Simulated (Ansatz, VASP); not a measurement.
InP in VASP and in Ansatz

```xyz
2
Lattice="0.0000 2.9499 2.9499 2.9499 0.0000 2.9499 2.9499 2.9499 0.0000" Properties=species:S:1:pos:R:3 pbc="T T T"
In    0.0000    0.0000    0.0000
P     4.4249    4.4249    4.4249
```

Alike in both runs: task single point; functional PBE0; k mesh 4 × 4 × 4; occupations fermi-dirac, width 0.05 eV; no spin polarisation.

```csv
,VASP,Ansatz
version,VASP 6.6.1,Ansatz 0.2.0
potentials or method,"VASP PAW PBE potentials, release 64 (In_d, P)",Ansatz PAW
plane-wave cutoff (eV),520,420
valence electrons in the cell,18,18
```

|  | VASP | Ansatz | Ansatz less VASP |
| --- | --- | --- | --- |
| gap on the k mesh at the Fermi level (eV) | 2.12 | 2.08 | -0.048 |
| least direct gap on the mesh (eV) | 2.12 | 2.08 | -0.048 |
| pressure (GPa) | -0.2 | 0.0 | +0.21 |

The functional is the same, so the differences come from potentials, cutoffs and numerics.

The k mesh is coarse, so the values compare programs but aren't converged.
